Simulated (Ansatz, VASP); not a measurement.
Hg: VASP beside Ansatz

```
CELL_PARAMETERS angstrom
2.99171 0.00000 0.00000
-1.49585 2.59089 0.00000
0.00000 0.00000 10.07016
ATOMIC_POSITIONS crystal
Hg 0.00000 0.00000 0.00000
Hg 0.00000 0.00000 0.50000
Hg 0.33333 0.66667 0.25000
Hg 0.66667 0.33333 0.75000
```

Alike in both runs: task single point; functional LDA; k mesh 13 × 13 × 4; occupations fermi-dirac, width 0.1 eV; no spin polarisation.

```csv
,VASP,Ansatz
version,VASP 6.6.1,Ansatz 0.2.0
potentials or method,"VASP PAW LDA potentials, release 64 (Hg), cutoff 520 eV","plane waves (420 eV) with PAW, scalar-relativistic"
valence electrons in the cell,48,80
```

```csv
,VASP,Ansatz,Ansatz less VASP
pressure (GPa),11.0,9.8,-1.26
"traceless stress, the component that is largest in VASP (GPa)",-0.36,-0.31,+0.055
```

Ansatz warns that its potentials were made for another functional, while VASP's fit it. LDA's correlation is that of Perdew and Zunger in VASP and of Perdew and Wang (1992) in Ansatz. VASP's potentials hold 48 valence electrons a cell and Ansatz's 80, so a difference there can come from the potentials and not from the codes.

Neither program's run includes spin-orbit coupling.
